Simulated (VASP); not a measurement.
Wanted: the native input for a VASP 6.6.1 run.

| Item | Value |
| --- | --- |
| Task | single point |
| Functional | PBE |
| Potentials or basis | VASP PAW PBE potentials, release 64 (Mg, O) |
| Cutoff | 520 eV |
| k mesh | 9 × 9 × 2 |
| Occupations | gaussian, width 0.05 eV |
| Spin | no spin polarisation |
| Dipole correction | no |
| Further INCAR settings | ALGO = Normal; EDIFF = 1e-06; NBANDS = 26 |

The structure of MgO lies in POSCAR:

```
MgO
1.0
    3.2803754002      0.0000000000      0.0000000000
   -1.6401877001      2.8408884305      0.0000000000
    0.0000000000      0.0000000000     10.5147056238
Mg O
4 4
Direct
    0.3333333333      0.6666666667      0.9694791811
    0.0000000000      0.0000000000      0.2208070585
    0.0000000000      0.0000000000      0.7208070585
    0.6666666667      0.3333333333      0.4694791811
    0.3333333333      0.6666666667      0.7800540723
    0.0000000000      0.0000000000      0.4878117132
    0.0000000000      0.0000000000      0.0296578681
    0.6666666667      0.3333333333      0.2800540723
```

This cell differs from its parent crystal: atom 6 (O) moved by +0.000 Å along [1 0 0] and -0.440 Å along [0 0 1].

The input as run:

INCAR

```
SYSTEM = MgO
PREC     = Accurate       ! precision mode
ENCUT    = 520            ! plane-wave cutoff, eV
EDIFF    = 1E-6           ! SCF threshold, eV
ISMEAR   = 0              ! smearing method
SIGMA    = 0.05           ! smearing width, eV
LREAL    = .FALSE.        ! projectors in reciprocal space
LASPH    = .TRUE.         ! aspherical terms in the spheres
NELM     = 100            ! most SCF steps
ALGO     = Normal         ! electronic algorithm
ISIF     = 2              ! what is computed and relaxed
LWAVE    = .FALSE.        ! write WAVECAR
LCHARG   = .TRUE.         ! write CHGCAR
GGA      = PE             ! functional
LELF     = .TRUE.         ! ELF
LVHAR    = .TRUE.       
NBANDS   = 26             ! bands
```

KPOINTS

```
Automatic mesh
0
G
  9 9 2
  0 0 0
```

Potentials or basis: VASP PAW PBE potentials, release 64 (Mg, O).

Command:

```bash
$ cat potpaw_PBE.64/Mg/POTCAR potpaw_PBE.64/O/POTCAR > POTCAR
$ mpirun -np 1 vasp_std > vasp.out
```

It gave:

```
Pressure               : 1.6 GPa
Largest force          : 3.431 eV/Å
Band gap on the k mesh : 1.76 eV, direct
```

Caveat: the cell differs from its parent crystal (atom 6 (O) moved by +0.000 Å along [1 0 0] and -0.440 Å along [0 0 1]); forces of over 1 eV/Å act on the atoms, so gaps and moduli don't describe the material at rest.

Wall time 29 s on 1 thread of Intel(R) Xeon(R) 6975P-C (Granite Rapids), on a shared host, peak memory 0.21 GiB.
